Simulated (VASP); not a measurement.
A run of VASP 6.6.1:

File INCAR:

```
SYSTEM = Al
PREC = Accurate ; ENCUT = 520
EDIFF = 1E-6 ; ISMEAR = 0
SIGMA = 0.1 ; LREAL = .FALSE.
LASPH = .TRUE. ; NELM = 100
ALGO = Normal ; ISIF = 2
LWAVE = .FALSE. ; LCHARG = .FALSE.
LDIPOL = .TRUE. ; IDIPOL = 3
DIPOL = 0.5 0.5 0.499 ; GGA = PE
IVDW = 12 ; NBANDS = 30
```

KPOINTS

```
regular mesh
0
G
  6 6 1
  0 0 0
```

The input POSCAR:

```
Al
1.0
    5.6324246408      0.0000000000      0.0000000000
   -2.8162123204      4.8778228238      0.0000000000
    0.0000000000      0.0000000000     21.5988554616
Al
12
Direct
    0.3333333333      0.1666666667      0.3935393713
    0.3333333333      0.6666666667      0.3935393713
    0.8333333333      0.1666666667      0.3935393713
    0.8333333333      0.6666666667      0.3935393713
    0.6666666667      0.3333333333      0.4993008023
    0.6666666667      0.8333333333      0.4993008023
    0.1666666667      0.3333333333      0.4993008023
    0.1666666667      0.8333333333      0.4993008023
    0.0000000000      0.5000000000      0.6050277074
    0.0000000000      0.0000000000      0.6050277074
    0.5000000000      0.5000000000      0.6050277074
    0.5000000000      0.0000000000      0.6050277074
```

Potentials or basis: VASP PAW PBE potentials, release 64 (Al).

Launch:

```bash
$ cat potpaw_PBE.64/Al/POTCAR > POTCAR
$ mpirun -np 1 vasp_std > vasp.out
```

Hardware: 1 thread of Intel Xeon 6975P-C (shared host).

Problem. How long does it take, and how much memory?

Solution. Run time: 8.8 min on 1 thread of Intel Xeon 6975P-C, on a shared host, peak memory 0.6 GiB. Counts: scf iterations 24, k points 7.
